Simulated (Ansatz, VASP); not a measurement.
Si: VASP beside Ansatz

```
Si
1.0
     3.86763    0.00000    0.00000
     0.00000    3.86763    0.00000
     0.00000    0.00000    5.46966
Si
4
Cartesian
  0.0000 0.0000 0.0000
  0.0000 1.9338 1.3674
  1.9338 1.9338 2.7348
  1.9338 3.8676 4.1022
```

Alike in both runs: task single point; functional PBE; k mesh 6 × 6 × 4; occupations gaussian, width 0.1 eV; no spin polarisation.

|  | VASP | Ansatz |
| --- | --- | --- |
| version | VASP 6.6.1 | Ansatz 0.2.0 |
| potentials or method | VASP PAW PBE potentials, release 64 (Si), cutoff 500 eV | scalar-relativistic, plane waves, PAW |
| valence electrons in the cell | 16 | 16 |

```csv
,VASP,Ansatz,Ansatz less VASP
gap on the k mesh at the Fermi level (eV),0.65,0.65,-0.002
least direct gap on the mesh (eV),0.75,0.75,-0.001
```
